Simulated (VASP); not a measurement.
# Al (I4/mmm) in VASP: a series of runs, part 2 of 2

VASP 6.6.1. The steps go on from the part before.

**4. Single point, PBEsol (strain -0.0150 x Voigt [0, 1, 0, 0, 0, 0])**

INCAR reads:

```
SYSTEM = Al
PREC     = Accurate       ! precision mode
ENCUT    = 520            ! plane-wave cutoff, eV
EDIFF    = 1E-6           ! SCF threshold, eV
ISMEAR   = 0              ! smearing method
SIGMA    = 0.15           ! smearing width, eV
LREAL    = .FALSE.        ! projectors in reciprocal space
LASPH    = .TRUE.         ! aspherical terms in the spheres
NELM     = 60             ! most SCF steps
ALGO     = Normal         ! electronic algorithm
ISIF     = 2              ! what is computed and relaxed
LWAVE    = .FALSE.        ! write WAVECAR
LCHARG   = .FALSE.        ! write CHGCAR
GGA      = PS             ! functional
NBANDS   = 8              ! bands
```

KPOINTS reads:

```
regular mesh
0
G
  20 20 20
  0 0 0
```

POSCAR reads:

```
Al
1.0
    0.0000000000      1.9936203000      2.0239800000
    2.0239800000      0.0000000000      2.0239800000
    2.0239800000      1.9936203000      0.0000000000
Al
1
Direct
    0.0000000000      0.0000000000      0.0000000000
```

Potentials or basis: VASP PAW PBE potentials, release 64 (Al).

Launch:

```bash
cat potpaw_PBE.64/Al/POTCAR > POTCAR
mpirun -np 1 vasp_std > vasp.out
```

OUTCAR:

```text
SYSTEM = Al
   PREC = Accurate
   ENCUT = 520
   EDIFF = 1E-6
   ISMEAR = 0
   LREAL = .FALSE.
   LASPH = .TRUE.
   NELM = 60
   ISIF = 2
   GGA = PS

 ion  position               nearest neighbor table
   1  0.000  0.000  0.000-

  LATTYP: Found a body centered tetragonal cell.
 ALAT       =     2.8623399660
 C/A-ratio  =     1.3930003589

  Lattice vectors:

 A1 = (   0.0000000000,  -1.9936203000,   2.0239800000)
 A2 = (   0.0000000000,  -1.9936203000,  -2.0239800000)
 A3 = (   2.0239800000,   1.9936203000,   0.0000000000)

Analysis of symmetry for initial positions (statically):
=====================================================================
 Subroutine PRICEL returns:
 Original cell was already a primitive cell.

 Routine SETGRP: Setting up the symmetry group for a
 body centered tetragonal supercell.

 Subroutine GETGRP returns: Found 16 space group operations
 (whereof 16 operations were pure point group operations)
 out of a pool of 16 trial point group operations.

The static configuration has the point symmetry D_4h.

Analysis of symmetry for dynamics (positions and initial velocities):
=====================================================================
 Subroutine PRICEL returns:
 Original cell was already a primitive cell.

 Routine SETGRP: Setting up the symmetry group for a
 body centered tetragonal supercell.

 Subroutine GETGRP returns: Found 16 space group operations
 (whereof 16 operations were pure point group operations)
 out of a pool of 16 trial point group operations.

The dynamic configuration has the point symmetry D_4h.

 Subroutine INISYM returns: Found 16 space group operations
 (whereof 16 operations are pure point group operations),
 and found     1 'primitive' translations

----------------------------------------------------------------------------------------

                                     Primitive cell

  volume of cell :      16.3337

[... 109 lines left out ...]
  Thomas-Fermi vector in A             =   2.056983
   LORBIT       =      0    0 simple, 1 ext, 2 COOP (PROOUT), +10 PAW based schemes
   GGA     = PS    functional components
   LHFCALC =     F    Hartree Fock is set to
   AEXX    =    0.0000 exact exchange contribution
   IVDW    =     0    specifies the selected vdW correction
   LEPSILON=     F    determine dielectric tensor
   LRPA    =     F    only Hartree local field effects (RPA)
 non-spin polarized calculation
 Gauss-broadening in eV      SIGMA  =   0.15
  energy-cutoff  :      520.00
  volume of cell :       16.33
 maximum number of plane-waves:       452
 NGX is ok and might be reduce to    24
   NGX = 11   NGY = 11   NGZ = 11

 number of electron       3.0000000 magnetization

 Free energy of the ion-electron system (eV)
  ---------------------------------------------------
  ext. energy  EPLUGINS =         0.00000000
  ---------------------------------------------------
  free energy    TOTEN  =        -4.09362249 eV

  energy without entropy =       -4.08897214  energy(sigma->0) =       -4.09129732

 E-fermi :   8.0907     XC(G=0): -10.2940

 val. band max:        8.0823058293   @ k =  -0.3000   0.2500   0.0000
 cond. band min:       8.0973831393   @ k =   0.2000  -0.2500   0.1500
 fundamental gap:      0.0150773100
 Fermi energy:         8.0907060150

 k-point     1 :       0.0000    0.0000    0.0000
  band No.  band energies     occupation
      1      -3.1445      2.00000
      2      20.6550      0.00000
      3      20.6550      0.00000
      4      20.8174      0.00000
      5      22.2443      0.00000
      6      22.2921      0.00000
      7      22.2921      0.00000
      8      24.6162      0.00000
[... 243 lines left out ...]
 k-point    24 :      -0.3500    0.0500    0.0000
  band No.  band energies     occupation
      1       0.5536      2.00000
      2       7.4954      2.00000
      3      17.3206      0.00000
      4      20.0198      0.00000
      5      20.1111      0.00000
      6      21.4580      0.00000
      7      23.1288      0.00000
      8      25.5443      0.00000

 [... further k-points ...]

------------------------ aborting loop because EDIFF is reached ----------------------------------------

  FORCE on cell =-STRESS in cart. coord.  units (eV):
  Direction    XX          YY          ZZ          XY          YZ          ZX
  --------------------------------------------------------------------------------------
  -------------------------------------------------------------------------------------
  Total       -0.0793000     -0.0575077     -0.0793000      0.0000000     -0.0000000      0.0000000
  in kB       -7.7785550     -5.6409447     -7.7785550      0.0000000     -0.0000000      0.0000000
  external PRESSURE =      -7.0660182 kB  Pullay stress =       0.0000000 kB

 VOLUME and BASIS-vectors are now :
 -----------------------------------------------------------------------------
  energy-cutoff  :      520.00
  volume of cell :       16.33
      direct lattice vectors                 reciprocal lattice vectors
     0.000000000  1.993620300  2.023980000    -0.247038014  0.250800014  0.247038014
     2.023980000  0.000000000  2.023980000     0.247038014 -0.250800014  0.247038014
     2.023980000  1.993620300  0.000000000     0.247038014  0.250800014 -0.247038014

 POSITION                                       TOTAL-FORCE (eV/Angst)
 -----------------------------------------------------------------------------------
      0.00000      0.00000      0.00000         0.000000      0.000000      0.000000
 -----------------------------------------------------------------------------------
    total drift:                               -0.000000      0.000000      0.000000

  FREE ENERGIE OF THE ION-ELECTRON SYSTEM (eV)
  ---------------------------------------------------
  free  energy   TOTEN  =        -4.0936224857 eV

  energy  without entropy=       -4.0889721445  energy(sigma->0) =       -4.09129732
```

Wall time 18 s (1 thread of Intel Xeon 6975P-C (Granite Rapids), shared host); peak memory 0.18 GiB.

Results:

```yaml
Free_energy: -4.0936 eV
Pressure: -0.7 GPa
```

Caveat: the cell differs from its parent crystal (strain -0.0150 x Voigt [0, 1, 0, 0, 0, 0]); the PAW data sets were made with another functional, which shifts forces and pressure a little.

**5. Overview**

```tsv
cell	gap on the mesh (eV)	pressure (GPa)
a = 2.834, b = 2.862 Å, angles 59.7, 60.7, 59.7°, 1 atom	none	-0.3
a = 2.848, b = 2.862 Å, angles 59.8, 60.3, 59.8°, 1 atom	none	-1.1
a = 2.841, b = 2.862 Å, angles 59.8, 60.5, 59.8°, 1 atom	none	-0.7
```

Alike in all rows: task single point; level PBEsol; potentials or basis VASP PAW PBE potentials, release 64 (Al); no spin polarisation; k mesh 20 × 20 × 20; cutoff (eV) 520; smearing gaussian 0.15 eV.

Caveats: the PAW data sets were made with another functional, which shifts forces and pressure a little.

Total energies depend on the potentials used, so only differences within one code and one set of settings carry meaning.
